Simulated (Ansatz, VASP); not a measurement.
# Two plane-wave programs on Os

The input INCAR:

```
SYSTEM = Os
PREC = Accurate ; ENCUT = 520
EDIFF = 1E-6 ; ISMEAR = -1
SIGMA = 0.1 ; LREAL = .False.
LASPH = .True. ; NELM = 80
ALGO = Normal ; ISIF = 2
LWAVE = .False. ; LCHARG = .False.
GGA = RE ; NBANDS = 24
```

The input KPOINTS:

```
Automatic mesh
0
Gamma
  15 15 4
  0 0 0
```

POSCAR

```
Os
1.0
    2.7494945307      0.0000000000      0.0000000000
   -1.3747472653      2.3811321111      0.0000000000
    0.0000000000      0.0000000000      8.8255674389
Os
4
Direct
    0.0000000000      0.0000000000      0.0000000000
    1.0000000000      1.0000000000      0.5000000000
    0.3333333333      0.6666666667      0.2500000000
    0.6666666667      0.3333333333      0.7500000000
```

Input for Ansatz:

```yaml
crystal:
  lattice:
    - [2.7494945307, 0.0, 0.0]
    - [-1.3747472653, 2.3811321111, 0.0]
    - [0.0, 0.0, 8.8255674389]
  atoms:
    - { symbol: Os, position: [0.0, 0.0, 0.0] }
    - { symbol: Os, position: [1.0, 1.0, 0.5] }
    - { symbol: Os, position: [0.3333333333, 0.6666666667, 0.25] }
    - { symbol: Os, position: [0.6666666667, 0.3333333333, 0.75] }
hamiltonian:
  xc: revpbe
  pseudopotentials:
    kind: paw
    azcp:
      Os: "pseudopotentials/Os.paw.azcp"
basis:
  ecutwfc: 420
  fft_grid_basis: typed
kpoints:
  mp_grid: { grid: [15, 15, 4], shift: [0, 0, 0] }
magnetization:
  spin_polarized: false
scf:
  occupations: { method: fermi_dirac, width: 0.1 }
  lower_state_search: "off"
output:
  stress: true
```

Alike in both runs: task single point; functional revPBE; k mesh 15 × 15 × 4; occupations fermi-dirac, width 0.1 eV; no spin polarisation.

|  | VASP | Ansatz |
| --- | --- | --- |
| version | VASP 6.6.1 | Ansatz 0.2.0 |
| potentials or method | VASP PAW PBE potentials, release 64 (Os), cutoff 520 eV | plane waves (420 eV) with PAW, scalar-relativistic |
| valence electrons in the cell | 32 | 64 |

VASP gave:

- pressure (GPa): -0.5
- traceless stress, the component that is largest in VASP (GPa): 0.99

Problem. What did Ansatz give for the same quantities?

Solution. Pressure (GPa): -0.2; traceless stress, the component that is largest in VASP (GPa): 1.03.

VASP's potentials were made for PBE, not for revPBE. VASP's potentials hold 32 valence electrons a cell and Ansatz's 64, so a difference there can come from the potentials and not from the codes.

Spin-orbit coupling is off throughout.
